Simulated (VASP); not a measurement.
Wanted: the native input for a VASP 6.6.1 run.

```
Task                   : single point
Functional             : LDA
Potentials or basis    : VASP PAW LDA potentials, release 64 (Ga_d, N)
Cutoff                 : 520 eV
k mesh                 : 9 × 9 × 6
Occupations            : gaussian, width 0.01 eV
Spin                   : no spin polarisation
Dipole correction      : no
Further INCAR settings : ALGO = Normal; EDIFF = 1e-06; NBANDS = 26
```

The structure of GaN lies in POSCAR:

```
GaN
1.0
    3.1672800000      0.0000000000      0.0000000000
   -1.5836400000      2.7429449409      0.0000000000
    0.0000000000      0.0000000000      5.1769519200
Ga N
2 2
Direct
    0.3333333333      0.6666666667     -0.0005244176
    0.6666666667      0.3333333333      0.4994755824
    0.3333333333      0.6666666667      0.3755244176
    0.6666666667      0.3333333333      0.8755244176
```

These files were run (other wordings do the same):

INCAR

```
SYSTEM = GaN
ALGO = Normal ; EDIFF = 1E-6
ENCUT = 520 ; ISIF = 2
ISMEAR = 0 ; LASPH = .True.
LCHARG = .False. ; LREAL = .False.
LWAVE = .False. ; NBANDS = 26
NELM = 100 ; PREC = Accurate
SIGMA = 0.01
```

KPOINTS

```
k-points
0
Gamma
  9 9 6
  0 0 0
```

Potentials or basis: VASP PAW LDA potentials, release 64 (Ga_d, N).

Launch:

```bash
$ cat potpaw_LDA.64/Ga_d/POTCAR potpaw_LDA.64/N/POTCAR > POTCAR
$ mpirun -np 1 vasp_std > vasp.out
```

Results of the run:

| Quantity | Value |
| --- | --- |
| Pressure | -2.3 GPa |
| Band gap on the k mesh | 2.02 eV, direct |

It took 46 s on 1 thread of Intel(R) Xeon(R) Platinum 8259CL CPU @ 2.50GHz (Skylake/Cascade Lake) (shared host), peak memory 0.17 GiB.
